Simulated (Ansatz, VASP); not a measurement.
**AlCu3: VASP beside Ansatz**

```
Al Cu
1.0
     3.55924    0.00000    0.00000
     0.00000    3.55924    0.00000
     0.00000    0.00000    3.55924
Al Cu
1 3
Direct
  0.00000 0.00000 0.00000
  0.50000 0.47325 0.00000
  0.50000 0.00000 0.50000
  0.00000 0.52675 0.50000
```

Change from the starting cell: mode 5 frozen in at -0.096 Å, equal normal strain along x, y and z -0.0083.

Alike in both runs: task single point; functional LDA; k mesh 12 × 12 × 12; occupations gaussian, width 0.15 eV; no spin polarisation.

|  | VASP | Ansatz |
| --- | --- | --- |
| version | VASP 6.6.1 | Ansatz 0.2.0 |
| potentials or method | VASP PAW LDA potentials, release 64 (Al, Cu), cutoff 520 eV | scalar-relativistic, plane waves, PAW |
| valence electrons in the cell | 36 | 60 |

VASP gave:

```
gap on the k mesh at the Fermi level (eV)                     : none
pressure (GPa)                                                : 6.0
traceless stress, the component that is largest in VASP (GPa) : 0.11
rms of the force components (eV/Å)                            : 0.293
```

What did Ansatz give for the same quantities?

gap on the k mesh at the Fermi level (eV): none; pressure (GPa): 5.3; traceless stress, the component that is largest in VASP (GPa): 0.11; rms of the force components (eV/Å): 0.290.

Ansatz warns that its potentials were made for another functional, while VASP's fit it. LDA's correlation is that of Perdew and Zunger in VASP and of Perdew and Wang (1992) in Ansatz. Atom by atom the forces differ by 0.003 eV/Å (rms over components). A gap of «none» marks a metal or a gap that the smearing closes. VASP's potentials hold 36 valence electrons a cell and Ansatz's 60, so a difference there can come from the potentials and not from the codes.
